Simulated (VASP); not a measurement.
Write the native input for VASP 6.6.1 that does the following.

* Task: single point
* Functional: PBEsol
* Potentials or basis: VASP PAW PBE potentials, release 64 (Ti_sv, Al)
* Cutoff: 520 eV
* k mesh: 12 × 12 × 12
* Occupations: gaussian, width 0.15 eV
* Spin: collinear spin, ferromagnetic start
* Starting moments: [1.0, 1.0, 1.0, 0.0] μB
* Fixed moment: 3 μB
* Dipole correction: no
* Further INCAR settings: ALGO = Normal; EDIFF = 1e-06; NBANDS = 32

The structure of Ti3Al lies in POSCAR:

```
Ti3Al
1.0
    0.0000000000      2.9776862962      2.9776862962
    2.9776862962      0.0000000000      2.9776862962
    2.9776862962      2.9776862962      0.0000000000
Ti Al
3 1
Direct
    0.7500000000      0.7500000000      0.7500000000
    0.2500000000      0.2500000000      0.2500000000
    0.0000000000      0.0000000000      0.0000000000
    0.5000000000      0.5000000000      0.5000000000
```

These files were run (other wordings do the same):

INCAR

```
SYSTEM = Ti3Al
PREC = Accurate
ENCUT = 520
EDIFF = 1E-6
ISMEAR = 0
SIGMA = 0.15
LREAL = .False.
LASPH = .True.
NELM = 150
ALGO = Normal
ISIF = 2
LWAVE = .False.
LCHARG = .True.
ISPIN = 2
MAGMOM = 1 1 1 0
LORBIT = 11
NUPDOWN = 3.0
LMAXMIX = 4
GGA = PS
LELF = .True.
LVHAR = .True.
NBANDS = 32
```

KPOINTS

```
regular mesh
0
Gamma
  12 12 12
  0 0 0
```

Potentials or basis: VASP PAW PBE potentials, release 64 (Ti_sv, Al).

Launch:

```console
$ cat potpaw_PBE.64/Ti_sv/POTCAR potpaw_PBE.64/Al/POTCAR > POTCAR
$ mpirun -np 1 vasp_std > vasp.out
```

It gave:

```json
{
  "Pressure": "38.1 GPa",
  "Net moment": "3.00 μB per cell",
  "Site moments": "Ti +0.59, +1.11; Al +0.00 μB",
  "Valence electrons inside the program's atomic spheres": "Ti 10.60, 10.66; Al 0.96"
}
```

Caveat: the PAW data sets were made with another functional, which shifts forces and pressure a little; the total moment is fixed, so each spin has its own Fermi level.

Wall time 4.4 min on 1 thread of Oxide Virtual Turin-like Processor (shared host), peak memory 0.28 GiB.
